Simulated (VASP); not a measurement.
Write the native input for VASP 6.6.1 that does the following.

```yaml
Task: single point
Functional: r2SCAN
Potentials_or_basis: VASP PAW PBE potentials, release 64 (Al, Ga_d, N)
Cutoff: 520 eV
k_mesh: 5 × 7 × 2
Occupations: gaussian, width 0.05 eV
Spin: no spin polarisation
Dipole_correction: no
Further_INCAR_settings: LREAL = Auto; ALGO = Normal; EDIFF = 1e-06; NBANDS = 56
```

The system is Al3GaN4.

```
Al Ga N
1.0
    -5.03808    0.00000   -0.00006
     0.00000   -3.12495    0.00000
    -3.02943    0.00000   10.82075
Al Ga N
6 2 8
Direct
  0.07481 0.50000 0.70828
  0.37481 0.50000 0.20828
  0.97407 0.50000 0.04210
  0.67407 0.50000 0.54210
  0.52471 0.00000 0.79047
  0.82471 0.00000 0.29047
  0.92585 0.00000 0.95775
  0.22585 0.00000 0.45775
  0.31461 0.00000 0.95781
  0.61461 0.00000 0.45781
  0.45239 0.50000 0.70822
  0.75239 0.50000 0.20822
  0.34759 0.50000 0.04499
  0.04759 0.50000 0.54499
  0.90404 0.00000 0.78758
  0.20404 0.00000 0.28758
```

One way to write it, as run:

POSCAR

```
Al3GaN4
1.0
   -5.0380822009      0.0000000000     -0.0000609628
    0.0000000000     -3.1249488261      0.0000000000
   -3.0294308052      0.0000000000     10.8207493834
Al Ga N
6 2 8
Direct
    0.0748118157      0.5000000000      0.7082775373
    0.3748118157      0.5000000000      0.2082775373
    0.9740710482      0.5000000000      0.0421009685
    0.6740710482      0.5000000000      0.5421009685
    0.5247123350      1.0000000000      0.7904722320
    0.8247123350      1.0000000000      0.2904722320
   -0.0741460267      1.0000000000      0.9577522322
    0.2258539733      1.0000000000      0.4577522322
    0.3146079176      1.0000000000      0.9578085062
    0.6146079176      1.0000000000      0.4578085062
    0.4523947229      0.5000000000      0.7082161458
    0.7523947229      0.5000000000      0.2082161458
    0.3475920988      0.5000000000      0.0449905032
    0.0475920988      0.5000000000      0.5449905032
   -0.0959632116      1.0000000000      0.7875823748
    0.2040367884      1.0000000000      0.2875823748
```

INCAR.step1

```
  PREC = Accurate
  ENCUT = 520
  ISMEAR = 0
  SIGMA = 0.05
  LREAL = Auto
  LASPH = True
  NELM = 80
  NBANDS = 56
  GGA = PE
  ALGO = Normal
  EDIFF = 1E-4
  LWAVE = True
  LCHARG = False
```

INCAR.step2

```
  PREC = Accurate
  ENCUT = 520
  EDIFF = 1E-6
  ISMEAR = 0
  SIGMA = 0.05
  LREAL = Auto
  LASPH = True
  NELM = 80
  ALGO = Normal
  ISIF = 2
  LWAVE = False
  LCHARG = False
  METAGGA = R2SCAN
  LMIXTAU = True
  NBANDS = 56
  ISTART = 1
```

KPOINTS

```
Automatic mesh
0
Gamma
  5 7 2
```

Potentials or basis: VASP PAW PBE potentials, release 64 (Al, Ga_d, N).

Run with:

```console
$ cat potpaw_PBE.64/Al/POTCAR potpaw_PBE.64/Ga_d/POTCAR potpaw_PBE.64/N/POTCAR > POTCAR
$ cp INCAR.step1 INCAR
$ mpirun -np 1 vasp_std > vasp.out
$ cp INCAR.step2 INCAR
$ mpirun -np 1 vasp_std > vasp.out
```

It gave:

```json
{
  "Pressure": "15.1 GPa",
  "Largest force": "13.987 eV/Å",
  "Band gap on the k mesh": "1.19 eV (least direct gap 1.31 eV)"
}
```

Caveat: the cell stands under pressure; the PAW data sets were made with another functional, which shifts forces and pressure a little; an odd mesh through Γ misses points on the zone boundary, where band edges can lie.

Wall time 8.1 min on 1 thread of Intel(R) Xeon(R) 6975P-C (Granite Rapids) (shared host), peak memory 0.38 GiB.
